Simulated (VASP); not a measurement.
ZnCu, 2 atoms in the cell. The structure is monoclinic, space group Pm (No. 6). Conventional cell: a = 2.591 Å, b = 4.141 Å, c = 2.591 Å, α = 90.00°, β = 109.90°, γ = 90.00°. Within 3.3 Å of Zn (site symmetry m) lie 8 Cu at 2.39 to 3.25 Å and 6 Zn at 2.59 to 2.98 Å. Cu (site symmetry m) has 8 Zn at 2.39 to 3.25 Å and 6 Cu at 2.59 to 2.98 Å within 3.3 Å.  This cell differs from its parent crystal: all Cu atoms moved -0.500 Å, as atom 2 along Cartesian [1 1 0].

| Item | Value |
| --- | --- |
| Program | VASP 6.6.1 |
| Task | single point |
| Functional | PBE |
| Potentials or basis | VASP PAW PBE potentials, release 64 (Zn, Cu_sv_GW) |
| Cutoff | 700 eV |
| k mesh | 20 × 20 × 12 |
| Occupations | gaussian, width 0.15 eV |
| Spin | no spin polarisation |
| Dipole correction | no |
| Further INCAR settings | ALGO = Normal; EDIFF = 1e-06; NBANDS = 22 |

Potentials or basis: VASP PAW PBE potentials, release 64 (Zn, Cu_sv_GW).

Run with:

```console
$ cat potpaw_PBE.64/Zn/POTCAR potpaw_PBE.64/Cu_sv_GW/POTCAR > POTCAR
$ mpirun -np 1 vasp_std > vasp.out
```

Hardware: 1 thread of AMD EPYC 9R45 96-Core Processor (Zen 5), with other jobs on the host.

Task: How long does it take, and how much memory?

Result: Run time: 9.5 min on 1 thread of AMD EPYC 9R45 96-Core Processor (Zen 5), with other jobs on the host, peak memory 1.4 GiB. Counts: scf iterations 13, k points 1414.
